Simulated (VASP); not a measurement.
# Ba in VASP: further runs

Runs on Ba. Level: PBEsol. Tasks: single point.

All numbers are computed with VASP 6.6.1; they aren't measurements. Logs are shortened: lines on timing, memory, paths and dates and some standing lists are left out, and cuts for length are marked.

## Step 1: The cell of the first run

Symmetry: Fm-3m, No. 225, cubic system. Conventional cell: a = 6.163 Å, b = 6.163 Å, c = 6.163 Å, α = 90.00°, β = 90.00°, γ = 90.00°. Ba (site symmetry m-3m) has 12 Ba at 4.36 Å within 5.7 Å.

This isn't the form of Ba at room conditions, which is bcc.

## Step 2: Single point, PBEsol

File INCAR:

```
SYSTEM = Ba
PREC = Accurate
ENCUT = 500
EDIFF = 1E-6
ISMEAR = 0
SIGMA = 0.1
LREAL = .False.
LASPH = .True.
NELM = 120
ALGO = Normal
ISIF = 2
LWAVE = .False.
LCHARG = .True.
GGA = PS
LELF = .True.
LVHAR = .True.
NBANDS = 11
GGA_COMPAT = .False.
```

File KPOINTS:

```
Automatic mesh
0
Gamma
  12 12 12
  0 0 0
```

File POSCAR:

```
Ba
1.0
    0.0000000000      3.0814483582      3.0814483582
    3.0814483582      0.0000000000      3.0814483582
    3.0814483582      3.0814483582      0.0000000000
Ba
1
Direct
    0.0000000000      0.0000000000      0.0000000000
```

Potentials or basis: VASP PAW PBE potentials, release 64 (Ba_sv).

Command:

```
> cat potpaw_PBE.64/Ba_sv/POTCAR > POTCAR
> mpirun -np 1 vasp_std > vasp.out
```

OUTCAR:

```text
SYSTEM = Ba
   PREC = Accurate
   ENCUT = 500
   EDIFF = 1E-6
   ISMEAR = 0
   LREAL = .False.
   LASPH = .True.
   NELM = 120
   ISIF = 2
   GGA = PS

 ion  position               nearest neighbor table
   1  0.000  0.000  0.000-

  LATTYP: Found a face centered cubic cell.
 ALAT       =     6.1628967164

  Lattice vectors:

 A1 = (   0.0000000000,   3.0814483582,   3.0814483582)
 A2 = (   3.0814483582,   0.0000000000,   3.0814483582)
 A3 = (   3.0814483582,   3.0814483582,   0.0000000000)

Analysis of symmetry for initial positions (statically):
=====================================================================
 Subroutine PRICEL returns:
 Original cell was already a primitive cell.

 Routine SETGRP: Setting up the symmetry group for a
 face centered cubic supercell.

 Subroutine GETGRP returns: Found 48 space group operations
 (whereof 48 operations were pure point group operations)
 out of a pool of 48 trial point group operations.

The static configuration has the point symmetry O_h .

Analysis of symmetry for dynamics (positions and initial velocities):
=====================================================================
 Subroutine PRICEL returns:
 Original cell was already a primitive cell.

 Routine SETGRP: Setting up the symmetry group for a
 face centered cubic supercell.

 Subroutine GETGRP returns: Found 48 space group operations
 (whereof 48 operations were pure point group operations)
 out of a pool of 48 trial point group operations.

The dynamic configuration has the point symmetry O_h .

 Subroutine INISYM returns: Found 48 space group operations
 (whereof 48 operations are pure point group operations),
 and found     1 'primitive' translations

----------------------------------------------------------------------------------------

                                     Primitive cell

  volume of cell :      58.5187

  direct lattice vectors                    reciprocal lattice vectors
     0.000000000  3.081448358  3.081448358    -0.162261360  0.162261360  0.162261360
     3.081448358  0.000000000  3.081448358     0.162261360 -0.162261360  0.162261360
     3.081448358  3.081448358  0.000000000     0.162261360  0.162261360 -0.162261360

  length of vectors
     4.357826060  4.357826060  4.357826060     0.281044919  0.281044919  0.281044919

  position of ions in fractional coordinates (direct lattice)
     0.000000000  0.000000000  0.000000000

  ion indices of the primitive-cell ions
   primitive index   ion index
                 1           1

[... 73 lines left out ...]
   EDIFFG = 0.1E-04   stopping-criterion for IOM
   NSW    =      0    number of steps for IOM
   IBRION =     -1    ionic relax: 0-MD 1-quasi-New 2-CG
   NFREE  =      0    steps in history (QN), initial steepest desc. (CG)
   ISIF   =      2    stress and relaxation
   ISYM   =      2    0-nonsym 1-usesym 2-fastsym
   POTIM  = 0.5000    time-step for ionic-motion
   TEBEG  =    0.0;   TEEND  =   0.0 temperature during run
   PSTRESS=    0.0 pullay stress
   NELECT =      10.0000    total number of electrons
   NUPDOWN=      -1.0000    fix difference up-down
   EMIN   =  10.00;   EMAX   =-10.00  energy-range for DOS
   EFERMI =   0.00;   METHOD = LEGACY
   ISMEAR =     0;   SIGMA  =   0.10  broadening in eV -4-tet -1-fermi 0-gaus
   EFERMI_NEDOS =   21; number of points for ismear=-14 and -15
   IALGO  =     38    algorithm
   IMIX   =      4    mixing-type and parameters
     AMIX     =   0.40;   BMIX     =  1.00
     AMIX_MAG =   1.60;   BMIX_MAG =  1.00
  volume/ion in A,a.u.               =      58.52       394.90
  Fermi-wavevector in a.u.,A,eV,Ry     =   0.908469  1.716757 11.229096  0.825315
  Thomas-Fermi vector in A             =   2.032398
   LORBIT       =      0    0 simple, 1 ext, 2 COOP (PROOUT), +10 PAW based schemes
   GGA     = PS    functional components
   LHFCALC =     F    Hartree Fock is set to
   AEXX    =    0.0000 exact exchange contribution
   IVDW    =     0    specifies the selected vdW correction
   LEPSILON=     F    determine dielectric tensor
   LRPA    =     F    only Hartree local field effects (RPA)
 non-spin polarized calculation
 Gauss-broadening in eV      SIGMA  =   0.10
  energy-cutoff  :      500.00
  volume of cell :       58.52
 maximum number of plane-waves:      1524
   NGX = 15   NGY = 15   NGZ = 15

 number of electron      10.0000000 magnetization

 Free energy of the ion-electron system (eV)
  ---------------------------------------------------
  ext. energy  EPLUGINS =         0.00000000
  ---------------------------------------------------
  free energy    TOTEN  =        -2.13562572 eV

  energy without entropy =       -2.12732712  energy(sigma->0) =       -2.13147642

 E-fermi :   1.8166     XC(G=0):  -7.7489

 val. band max:        1.8033094593   @ k =  -0.2500   0.3333   0.0833
 cond. band min:       1.8167245635   @ k =   0.4167   0.3333   0.0000
 fundamental gap:      0.0134151042
 Fermi energy:         1.8165770851

 k-point     1 :       0.0000    0.0000    0.0000
  band No.  band energies     occupation
      1     -26.9294      2.00000
      2     -11.8182      2.00000
      3     -11.8182      2.00000
      4     -11.8182      2.00000
      5      -1.0212      2.00000
      6       3.6561      0.00000
      7       3.6561      0.00000
      8       3.6561      0.00000
      9       5.3740      0.00000
     10       5.3740      0.00000
     11       7.9860      0.00000
[... 309 lines left out ...]
 k-point    24 :      -0.4167    0.1667    0.0000
  band No.  band energies     occupation
      1     -26.8678      2.00000
      2     -12.3546      2.00000
      3     -12.0053      2.00000
      4     -11.9167      2.00000
      5       1.2752      2.00000
      6       2.5259      0.00000
      7       3.1980      0.00000
      8       3.9094      0.00000
      9       6.2871      0.00000
     10       6.9771      0.00000
     11       8.0337      0.00000

 [... further k-points ...]
[... 5 lines left out ...]
  --------------------------------------------------------------------------------------
  -------------------------------------------------------------------------------------
  Total        0.0272877      0.0272877      0.0272877      0.0000000      0.0000000      0.0000000
  in kB        0.7471082      0.7471082      0.7471082      0.0000000      0.0000000      0.0000000
  external PRESSURE =       0.7471082 kB  Pullay stress =       0.0000000 kB

 VOLUME and BASIS-vectors are now :
 -----------------------------------------------------------------------------
  energy-cutoff  :      500.00
  volume of cell :       58.52
      direct lattice vectors                 reciprocal lattice vectors
     0.000000000  3.081448358  3.081448358    -0.162261360  0.162261360  0.162261360
     3.081448358  0.000000000  3.081448358     0.162261360 -0.162261360  0.162261360
     3.081448358  3.081448358  0.000000000     0.162261360  0.162261360 -0.162261360

 POSITION                                       TOTAL-FORCE (eV/Angst)
 -----------------------------------------------------------------------------------
      0.00000      0.00000      0.00000        -0.000000      0.000000      0.000000
 -----------------------------------------------------------------------------------
    total drift:                                0.000000      0.000000      0.000000

  FREE ENERGIE OF THE ION-ELECTRON SYSTEM (eV)
  ---------------------------------------------------
  free  energy   TOTEN  =        -2.1356257166 eV

  energy  without entropy=       -2.1273271241  energy(sigma->0) =       -2.13147642
```

OSZICAR:

```text
N       E                     dE             d eps       ncg     rms          rms(c)
DAV:   1     0.520578307616E+02    0.52058E+02   -0.42273E+03  1584   0.735E+02
DAV:   2     0.286162783989E+00   -0.51772E+02   -0.50421E+02  1936   0.135E+02
DAV:   3    -0.207633491397E+01   -0.23625E+01   -0.23444E+01  2043   0.296E+01
DAV:   4    -0.213868654244E+01   -0.62352E-01   -0.62295E-01  1998   0.454E+00
DAV:   5    -0.214061145448E+01   -0.19249E-02   -0.19248E-02  2112   0.637E-01    0.174E+00
DAV:   6    -0.213754298535E+01    0.30685E-02   -0.36779E-03  2054   0.543E-01    0.102E+00
DAV:   7    -0.213558605522E+01    0.19569E-02   -0.56630E-03  2200   0.704E-01    0.446E-02
DAV:   8    -0.213562350214E+01   -0.37447E-04   -0.84188E-05  2340   0.617E-02    0.989E-03
DAV:   9    -0.213562594583E+01   -0.24437E-05   -0.28859E-06  1879   0.124E-02    0.176E-03
DAV:  10    -0.213562571663E+01    0.22920E-06   -0.16123E-07  1056   0.277E-03
   1 F= -.21356257E+01 E0= -.21314764E+01  d E =-.829859E-02
```

stdout:

```text
POSCAR found type information on POSCAR Ba
 POSCAR found :  1 types and       1 ions
 scaLAPACK will be used
 -----------------------------------------------------------------------------
|                                                                             |
|                                                                             |
|     You enforced a specific xc type in the INCAR file but a different       |
|     I HOPE YOU KNOW WHAT YOU ARE DOING!                                     |
|                                                                             |
 -----------------------------------------------------------------------------

 LDA part: xc-table for (Slater+PW92), standard interpolation
 POSCAR, INCAR and KPOINTS ok, starting setup
 FFT: planning ... GRIDC
 FFT: planning ... GRID_SOFT
 FFT: planning ... GRID
 WAVECAR not read
 entering main loop
```

It took 38 s on 1 thread of AMD EPYC 7R13, shared host; peak memory 0.17 GiB.

Results:

```yaml
Free_energy: -2.1356 eV
Pressure: 0.1 GPa
Band_gap_on_the_k_mesh: zero (bands 5 and 6 overlap by 0.41 eV)
```

Caveat: the PAW data sets were made with another functional, which shifts forces and pressure a little; spin-orbit coupling is left out, which moves the levels of the heavy elements.

## Step 3: Single point, PBEsol

File INCAR:

```
ALGO     = Normal         # electronic algorithm
EDIFF    = 1E-6           # SCF threshold, eV
ENCUT    = 500            # plane-wave cutoff, eV
GGA      = PS             # functional
GGA_COMPAT= F            
ISIF     = 2              # what is computed and relaxed
ISMEAR   = 0              # smearing method
LASPH    = T              # aspherical terms in the spheres
LCHARG   = F              # write CHGCAR
LREAL    = F              # projectors in reciprocal space
LWAVE    = F              # write WAVECAR
NBANDS   = 11             # bands
NELM     = 120            # most SCF steps
PREC     = Accurate       # precision mode
SIGMA    = 0.1            # smearing width, eV
```

File KPOINTS:

```
k-points
0
Gamma
  12 12 12
```

POSCAR is that of step 2.

Potentials or basis: VASP PAW PBE potentials, release 64 (Ba_sv).

Command:

```
> cat potpaw_PBE.64/Ba_sv/POTCAR > POTCAR
> mpirun -np 1 vasp_std > vasp.out
```

It took 38 s on 1 thread of AMD EPYC 7R13, shared host; peak memory 0.17 GiB.

The run converged. Its results:

```
Free energy            : -2.1356 eV
Pressure               : 0.1 GPa
Band gap on the k mesh : zero (bands 5 and 6 overlap by 0.41 eV)
```

Levels at points of the mesh, in eV from the Fermi level:
```tsv
k point	band 3	band 4	band 5	band 6	band 7	band 8
(0.00, 0.00, 0.00)	-13.63	-13.63	-2.84	1.84	1.84	1.84
(0.50, 0.00, 0.00)	-13.71	-13.71	-1.01	1.29	1.68	1.68
(0.50, 0.50, 0.00)	-13.84	-13.84	-0.91	-0.26	2.37	4.91
```

Caveat: the PAW data sets were made with another functional, which shifts forces and pressure a little; spin-orbit coupling is left out, which moves the levels of the heavy elements.

(Continued in part 2 of 2.)
